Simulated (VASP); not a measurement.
Input of a VASP 6.6.1 run:

Contents of INCAR:

```
SYSTEM = GaAs
PREC = Accurate
ENCUT = 520
EDIFF = 1E-6
ISMEAR = 0
SIGMA = 0.01
LREAL = .FALSE.
LASPH = .TRUE.
NELM = 80
ALGO = Normal
ISIF = 2
LWAVE = .FALSE.
LCHARG = .FALSE.
GGA = PS
NBANDS = 16
```

The input KPOINTS:

```
regular mesh
0
G
  6 6 6
  0 0 0
```

POSCAR

```
GaAs
1.0
    0.0000000000      2.8287363105      2.8287363105
    2.8287363105      0.0000000000      2.8287363105
    2.8287363105      2.8287363105      0.0000000000
Ga As
1 1
Direct
    0.0000000000      0.0000000000      0.0000000000
    0.2500000000      0.2500000000      0.2500000000
```

Potentials or basis: VASP PAW PBE potentials, release 64 (Ga_d, As).

Launch:

```bash
$ cat potpaw_PBE.64/Ga_d/POTCAR potpaw_PBE.64/As/POTCAR > POTCAR
$ mpirun -np 1 vasp_std > vasp.out
```

Q: Estimate the band gap on the k mesh.

A: 0.44 eV, direct.

Q: Predict the pressure.

A: 0.2 GPa.

Caveat: the PAW data sets were made with another functional, which shifts forces and pressure a little.

**Measured values to compare with.**

“Evidence of valence band perturbations in GaAsN/GaAs(001): A combined variable-angle spectroscopic ellipsometry and modulated photoreflectance investigation”, 2008, arxiv:0805.2212 reports, for a bulk crystal of GaAs at 300 K: band gap 1.412 ± 0.01 eV (direct).

Measured gap of GaAs: 1.412 eV (direct; 300 K; “Evidence of valence band perturbations in GaAsN/GaAs(001): A combined variable-angle spectroscopic ellipsometry and modulated photoreflectance investigation”, 2008, arxiv:0805.2212). This calculation gives 0.44 eV (-0.97 eV). 3 values of this kind are on record (1.412 to 1.51 eV); this one was drawn at random among those near their median, those with a stated uncertainty first. Spin-orbit coupling on As, Ga is left out. The value is that of PBEsol on a finite k mesh, which can miss the band edges, without temperature or zero-point motion. Semilocal functionals fall short of measured gaps as a rule.
